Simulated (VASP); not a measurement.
# BaS (P1) in VASP: relaxation of cell and atoms with PBE

Aim: the relaxation of cell and atoms of BaS with PBE.

Everything below comes from runs of VASP 6.6.1. Logs are shortened: lines on timing, memory, paths and dates and some standing lists are left out, and cuts for length are marked.

**1. The cell of the first run**

The typed cell holds 8 atoms: a = 5.343 Å, b = 6.414 Å, c = 9.386 Å, α = 90.05°, β = 88.80°, γ = 89.43°.

**2. Relaxation of cell and atoms, PBE**

The input, INCAR:

```
SYSTEM = BaS
ALGO     = Normal         ! electronic algorithm
EDIFF    = 1E-6           ! SCF threshold, eV
EDIFFG   = -0.025         ! ionic threshold
ENCUT    = 600            ! plane-wave cutoff, eV
GGA      = PE             ! functional
IBRION   = 2              ! ionic algorithm
ISIF     = 3              ! what is computed and relaxed
ISMEAR   = 0              ! smearing method
LASPH    = .True.         ! aspherical terms in the spheres
LCHARG   = .False.        ! write CHGCAR
LREAL    = .False.        ! projectors in reciprocal space
LWAVE    = .False.        ! write WAVECAR
NELM     = 100            ! most SCF steps
NSW      = 80             ! ionic steps
PREC     = Accurate       ! precision mode
SIGMA    = 0.1            ! smearing width, eV
```

The input, KPOINTS:

```
k-points
0
Gamma
  4 2 2
  0 0 0
```

The input, POSCAR:

```
BaS
1.0
   -5.3425766155     -0.0563068284     -0.0266566192
   -0.0316243520      0.0029190398     -6.4140830174
   -0.0975262875     -9.3855372371      0.0042617118
Ba S
4 4
Direct
    1.0085941877      0.5348537420      0.6571418139
    0.5089703284      0.5632412041      0.1636909985
    0.4598262879      0.0781668898      0.8242452962
    0.0006074880      0.0808750878      0.3227868260
    1.0086091440      0.0525325936      0.6852169512
    0.5050557567      0.0718870631      0.1652300447
    0.5145500571      0.5712189893      0.8351682101
   -0.0062132499      0.5546847103      0.3465198593
```

Potentials or basis: VASP PAW PBE potentials, release 64 (Ba_sv, S).

The run is started by

```console
> cat potpaw_PBE.64/Ba_sv/POTCAR potpaw_PBE.64/S/POTCAR > POTCAR
> mpirun -np 1 vasp_std > vasp.out
```

OUTCAR:

```text
SYSTEM = BaS
   EDIFF = 1E-6
   EDIFFG = -0.025
   ENCUT = 600
   GGA = PE
   IBRION = 2
   ISIF = 3
   ISMEAR = 0
   LASPH = .True.
   LREAL = .False.
   NELM = 100
   NSW = 80
   PREC = Accurate

 ion  position               nearest neighbor table
   1  0.009  0.535  0.657-   8 2.92   7 3.10   5 3.11   7 3.22   5 3.33   3 4.11   4 4.28   3 4.43
                             3 4.55   4 4.71
   2  0.509  0.563  0.164-   7 3.08   8 3.14   6 3.15   8 3.21   6 3.26   4 4.33   4 4.38   3 4.46
                             4 4.50   4 4.53   3 4.60
   3  0.460  0.078  0.824-   5 2.77   7 3.18   5 3.19   6 3.21   7 3.26   1 4.11   1 4.43   2 4.46
                             1 4.55   2 4.60
   4  0.001  0.081  0.323-   8 3.05   6 3.05   6 3.06   8 3.38   5 3.41   1 4.28   2 4.33   2 4.38
                             2 4.50   2 4.53   1 4.71
   5  0.009  0.053  0.685-   3 2.77   1 3.11   3 3.19   1 3.33   4 3.41
   6  0.505  0.072  0.165-   4 3.05   4 3.06   2 3.15   3 3.21   2 3.26
   7  0.515  0.571  0.835-   2 3.08   1 3.10   3 3.18   1 3.22   3 3.26
   8  0.994  0.555  0.347-   1 2.92   4 3.05   2 3.14   2 3.21   4 3.38

  LATTYP: Found a triclinic cell.
 ALAT       =    12.6217616539
 B/A-ratio  =     0.7436398462
 C/A-ratio  =     0.5081827575
 COS(alpha) =     0.0008578809
 COS(beta)  =     0.5046238587
 COS(gamma) =     0.7529338454

  Lattice vectors:

 A1 = (  -5.4084785510,  -9.4447631053,   6.3916881100)
 A2 = (  -0.0975262875,  -9.3855372371,   0.0042617118)
 A3 = (   0.0316243520,  -0.0029190398,   6.4140830174)

Analysis of symmetry for initial positions (statically):
=====================================================================
 Subroutine PRICEL returns:
 Original cell was already a primitive cell.

 Routine SETGRP: Setting up the symmetry group for a
 triclinic supercell.

 Subroutine GETGRP returns: Found  1 space group operations
 (whereof  1 operations were pure point group operations)
 out of a pool of  2 trial point group operations.

The static configuration has the point symmetry C_1 .

Analysis of symmetry for dynamics (positions and initial velocities):
=====================================================================
 Subroutine PRICEL returns:
 Original cell was already a primitive cell.

 Routine SETGRP: Setting up the symmetry group for a
 triclinic supercell.

 Subroutine GETGRP returns: Found  1 space group operations
 (whereof  1 operations were pure point group operations)
 out of a pool of  2 trial point group operations.

The dynamic configuration has the point symmetry C_1 .

 Subroutine INISYM returns: Found  1 space group operations
 (whereof  1 operations are pure point group operations),
 and found     1 'primitive' translations

----------------------------------------------------------------------------------------

                                     Primitive cell

  volume of cell :     321.5778

  direct lattice vectors                    reciprocal lattice vectors
    -5.342576615 -0.056306828 -0.026656619    -0.187200718  0.001945646  0.000923870
    -0.031624352  0.002919040 -6.414083017     0.000778744 -0.000078887 -0.155910807
    -0.097526288 -9.385537237  0.004261712     0.001123319 -0.106558608 -0.000054033

  length of vectors
     5.342939821  6.414161642  9.386044895     0.187213109  0.155912771  0.106564542

  position of ions in fractional coordinates (direct lattice)
     0.008594188  0.534853742  0.657141814
     0.508970328  0.563241204  0.163690999
     0.459826288  0.078166890  0.824245296
     0.000607488  0.080875088  0.322786826
     0.008609144  0.052532594  0.685216951
     0.505055757  0.071887063  0.165230045
     0.514550057  0.571218989  0.835168210
     0.993786750  0.554684710  0.346519859

  ion indices of the primitive-cell ions
   primitive index   ion index
                 1           1
                 2           2
                 3           3
                 4           4
                 5           5
                 6           6
                 7           7
                 8           8

----------------------------------------------------------------------------------------

 KPOINTS: k-points

Automatic generation of k-mesh.
 Grid dimensions read from file:
 generate k-points for:    4    2    2

 Generating k-lattice:

  Cartesian coordinates                     Fractional coordinates (reciprocal lattice)
    -0.046800180  0.000486411  0.000230968     0.250000000 -0.000000000 -0.000000000
     0.000389372 -0.000039443 -0.077955403     0.000000000  0.500000000  0.000000000
     0.000561659 -0.053279304 -0.000027017    -0.000000000  0.000000000  0.500000000

  Length of vectors
     0.046803277  0.077956386  0.053282271

  Shift w.r.t. Gamma in fractional coordinates (k-lattice)
     0.000000000  0.000000000  0.000000000

 Subroutine IBZKPT returns following result:
 ===========================================

 Found     12 irreducible k-points:

 Following reciprocal coordinates:
            Coordinates               Weight
  0.000000  0.000000  0.000000      1.000000
  0.250000  0.000000  0.000000      2.000000
  0.500000  0.000000  0.000000      1.000000
  0.000000  0.500000  0.000000      1.000000
  0.250000  0.500000  0.000000      2.000000
  0.500000  0.500000 -0.000000      1.000000
 -0.000000 -0.000000  0.500000      1.000000
  0.250000  0.000000  0.500000      2.000000
  0.500000  0.000000  0.500000      1.000000
  0.000000  0.500000  0.500000      1.000000
  0.250000  0.500000  0.500000      2.000000
  0.500000  0.500000  0.500000      1.000000
   k-points           NKPTS =     12   k-points in BZ     NKDIM =     12   number of bands    NBANDS=     38
   number of dos      NEDOS =    301   number of ions     NIONS =      8
   total plane-waves  NPLWV = 207360
   dimension x,y,z NGX =    48 NGY =   54 NGZ =   80
   dimension x,y,z NGXF=    96 NGYF=  108 NGZF=  160
   ions per type =               4   4
   NGX,Y,Z   is equivalent  to a cutoff of  14.94, 14.00, 14.17 a.u.
   NGXF,Y,Z  is equivalent  to a cutoff of  29.87, 27.99, 28.34 a.u.
 SYSTEM =  BaS
   PREC   = accura    normal or accurate (medium, high low for compatibility)
   ISTART =      0    job   : 0-new  1-cont  2-samecut
   ICHARG =      2    charge: 1-file 2-atom 10-const
   ISPIN  =      1    spin polarized calculation?
   LNONCOLLINEAR =      F non collinear calculations
   LSORBIT =      F    spin-orbit coupling
   LASPH  =      T    aspherical Exc in radial PAW
   ENCUT  =  600.0 eV  44.10 Ry    6.64 a.u.  10.67 12.81 18.75*2*pi/ulx,y,z
   NELM   =    100;   NELMIN=  2; NELMDL= -5     # of ELM steps
   EDIFF  = 0.1E-05   stopping-criterion for ELM
   LREAL  =      F    real-space projection
   EDIFFG = -.3E-01   stopping-criterion for IOM
   NSW    =     80    number of steps for IOM
   IBRION =      2    ionic relax: 0-MD 1-quasi-New 2-CG
   NFREE  =      1    steps in history (QN), initial steepest desc. (CG)
   ISIF   =      3    stress and relaxation
   ISYM   =      2    0-nonsym 1-usesym 2-fastsym
   POTIM  = 0.5000    time-step for ionic-motion
   TEBEG  =    0.0;   TEEND  =   0.0 temperature during run
   PSTRESS=    0.0 pullay stress
   NELECT =      64.0000    total number of electrons
   NUPDOWN=      -1.0000    fix difference up-down
   EMIN   =  10.00;   EMAX   =-10.00  energy-range for DOS
   EFERMI =   0.00;   METHOD = LEGACY
   ISMEAR =     0;   SIGMA  =   0.10  broadening in eV -4-tet -1-fermi 0-gaus
   EFERMI_NEDOS =   21; number of points for ismear=-14 and -15
   IALGO  =     38    algorithm
   IMIX   =      4    mixing-type and parameters
     AMIX     =   0.40;   BMIX     =  1.00
     AMIX_MAG =   1.60;   BMIX_MAG =  1.00
  volume/ion in A,a.u.               =      40.20       271.26
  Fermi-wavevector in a.u.,A,eV,Ry     =   0.955813  1.806224 12.429981  0.913578
  Thomas-Fermi vector in A             =   2.084684
   LORBIT       =      0    0 simple, 1 ext, 2 COOP (PROOUT), +10 PAW based schemes
   GGA     = PE    functional components
   LHFCALC =     F    Hartree Fock is set to
   AEXX    =    0.0000 exact exchange contribution
   IVDW    =     0    specifies the selected vdW correction
   LEPSILON=     F    determine dielectric tensor
   LRPA    =     F    only Hartree local field effects (RPA)
 conjugate gradient relaxation of ions
 non-spin polarized calculation
 Gauss-broadening in eV      SIGMA  =   0.10
  energy-cutoff  :      600.00
  volume of cell :      321.58
 maximum number of plane-waves:     10752
 NGX is ok and might be reduce to    48
   NGX = 21   NGY = 25   NGZ = 37

--------------------------------------- Ionic step        1  -------------------------------------------

 number of electron      64.0000000 magnetization

 Free energy of the ion-electron system (eV)
  ---------------------------------------------------
  ext. energy  EPLUGINS =         0.00000000
  ---------------------------------------------------
  free energy    TOTEN  =       -39.31715068 eV

  energy without entropy =      -39.31715068  energy(sigma->0) =      -39.31715068

------------------------ aborting loop because EDIFF is reached ----------------------------------------

  FORCE on cell =-STRESS in cart. coord.  units (eV):
  Direction    XX          YY          ZZ          XY          YZ          ZX
  --------------------------------------------------------------------------------------
  -------------------------------------------------------------------------------------
  Total        3.0773390      1.5407777      1.8515577      1.6098284      0.0555924     -0.2195408
  in kB       15.3320352      7.6765213      9.2249009      8.0205480      0.2769743     -1.0938045
  external PRESSURE =      10.7444858 kB  Pullay stress =       0.0000000 kB
[... 107 lines left out ...]
  FREE ENERGIE OF THE ION-ELECTRON SYSTEM (eV)
  ---------------------------------------------------
  free  energy   TOTEN  =       -39.6248597038 eV

  energy  without entropy=      -39.6248597038  energy(sigma->0) =      -39.62485970

[... ionic steps 4 to 14 ...]

--------------------------------------- Ionic step       15  -------------------------------------------

 number of electron      63.9999995 magnetization

------------------------ aborting loop because EDIFF is reached ----------------------------------------

  FORCE on cell =-STRESS in cart. coord.  units (eV):
  Direction    XX          YY          ZZ          XY          YZ          ZX
  --------------------------------------------------------------------------------------
  -------------------------------------------------------------------------------------
  Total       -0.0889050      0.0529460     -0.0521848     -0.0314227     -0.0005093      0.0135150
  in kB       -0.4364221      0.2599042     -0.2561679     -0.1542494     -0.0025002      0.0663434
  external PRESSURE =      -0.1442286 kB  Pullay stress =       0.0000000 kB
[... 69 lines left out ...]
  energy  without entropy=      -39.8192644981  energy(sigma->0) =      -39.81926450

--------------------------------------- Ionic step       17  -------------------------------------------

 number of electron      63.9999996 magnetization

 Free energy of the ion-electron system (eV)
  ---------------------------------------------------
  ext. energy  EPLUGINS =         0.00000000
  ---------------------------------------------------
  free energy    TOTEN  =       -39.81970658 eV

  energy without entropy =      -39.81970658  energy(sigma->0) =      -39.81970658

 E-fermi :   0.8847     XC(G=0):  -7.4622

 val. band max:        0.3787836232   @ k =   0.0000   0.0000   0.0000
 cond. band min:       2.9227452531   @ k =   0.2500   0.0000   0.0000
 fundamental gap:      2.5439616299
 Fermi energy:         0.8846551769

 k-point     1 :       0.0000    0.0000    0.0000
  band No.  band energies     occupation
      1     -25.9500      2.00000
      2     -25.9310      2.00000
      3     -25.9156      2.00000
      4     -25.9042      2.00000
      5     -11.6473      2.00000
      6     -11.5738      2.00000
[... 516 lines left out ...]
  FREE ENERGIE OF THE ION-ELECTRON SYSTEM (eV)
  ---------------------------------------------------
  free  energy   TOTEN  =       -39.8197065777 eV

  energy  without entropy=      -39.8197065777  energy(sigma->0) =      -39.81970658

 reached required accuracy - stopping structural energy minimisation
```

Wall time 19 min (1 thread of AMD EPYC 9R45 (Zen 5), shared host); peak memory 0.57 GiB.

What came out:

* Free energy: -39.8197 eV
* Relaxed volume: 40.75 Å³/atom
* Relaxed cell: a = 5.387 Å, b = 6.473 Å, c = 9.350 Å, α = 89.99°, β = 89.39°, γ = 90.02°
* Space group after relaxing (to 0.1 Å): P6_3/mmc (No. 194)
* Energy gained by relaxing: 62.8 meV/atom
* Ionic steps: 17
* Pressure after relaxing: 0.0 GPa
* Largest force after relaxing: 0.024 eV/Å
* Band gap on the k mesh: 2.54 eV (least direct gap 2.67 eV)

Forces on the atoms (eV/Å):
```
Ba   0.005  0.009 -0.001
Ba   0.024 -0.005 -0.004
Ba  -0.005  0.003 -0.006
Ba  -0.011 -0.013  0.009
S   -0.007 -0.002  0.009
S   -0.001  0.009  0.005
S    0.002 -0.003 -0.016
S   -0.007  0.002  0.004
```

Step by step:
```csv
step,energy change (eV),largest force (eV/Å),pressure (GPa),volume (Å³)
1,0.0000,1.7013,1.07,321.58
2,-0.2859,0.6159,-0.56,334.25
3,-0.3077,0.4929,-1.06,339.49
4,-0.4184,0.3548,-0.20,328.76
5,-0.4406,0.2844,0.50,321.53
6,-0.4774,0.1886,0.20,323.89
7,-0.4821,0.1653,0.08,325.06
8,-0.4894,0.1291,-0.05,326.57
9,-0.4917,0.0985,-0.19,328.15
10,-0.4963,0.0633,0.01,326.15
11,-0.4969,0.0790,0.10,325.23
12,-0.4995,0.0738,0.01,326.03
13,-0.4997,0.0729,-0.01,326.22
14,-0.5010,0.0517,-0.01,326.29
15,-0.5020,0.0279,-0.01,326.38
16,-0.5021,0.0365,-0.02,326.43
17,-0.5026,0.0244,0.02,326.03
```

Final structure:
```yaml
crystal:
  lattice:
    - [-5.38698, -0.02739, 0.00095]
    - [0.00117, -0.00085, -6.47300]
    - [-0.05145, -9.35003, 0.00029]
  atoms:
    - { symbol: Ba, position: [0.00128, 0.56319, 0.66666] }
    - { symbol: Ba, position: [0.50441, 0.56355, 0.16644] }
    - { symbol: Ba, position: [0.49622, 0.06260, 0.83356] }
    - { symbol: Ba, position: [0.99852, 0.06426, 0.33323] }
    - { symbol: S, position: [0.99850, 0.06365, 0.66644] }
    - { symbol: S, position: [0.50135, 0.06391, 0.16666] }
    - { symbol: S, position: [0.49863, 0.56209, 0.83349] }
    - { symbol: S, position: [0.00108, 0.56420, 0.33352] }
```

Caveat: the k points lie up to 0.49 Å⁻¹ apart in the final cell; spin-orbit coupling is left out, which moves the levels of the heavy elements. A k mesh can miss the band edges.
